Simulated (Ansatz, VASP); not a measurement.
**CdS in VASP and in Ansatz**

```
Cd S
1.0
     0.00000    2.85466    2.94295
     2.85466    0.00000    2.94295
     2.85466    2.85466    0.00000
Cd S
1 1
Direct
  0.00000 0.00000 0.00000
  0.75000 0.75000 0.75000
```

Change from the starting cell: equal xx and yy strain of -3 %.

Alike in both runs: task single point; functional PBE; k mesh 7 × 7 × 7; occupations fermi-dirac, width 0.02 eV; no spin polarisation.

|  | VASP | Ansatz |
| --- | --- | --- |
| version | VASP 6.6.1 | Ansatz 0.2.0 |
| potentials or method | VASP PAW PBE potentials, release 64 (Cd, S), cutoff 520 eV | all-electron LAPW, scalar-relativistic |

|  | VASP | Ansatz | Ansatz less VASP |
| --- | --- | --- | --- |
| gap on the k mesh at the Fermi level (eV) | 1.19 | 1.18 | -0.006 |
| pressure (GPa) | 5.6 | 5.3 | -0.38 |
| traceless stress, the component that is largest in VASP (GPa) | -0.30 | -0.31 | -0.008 |

Ansatz ran all-electron here, and VASP with PAW potentials.
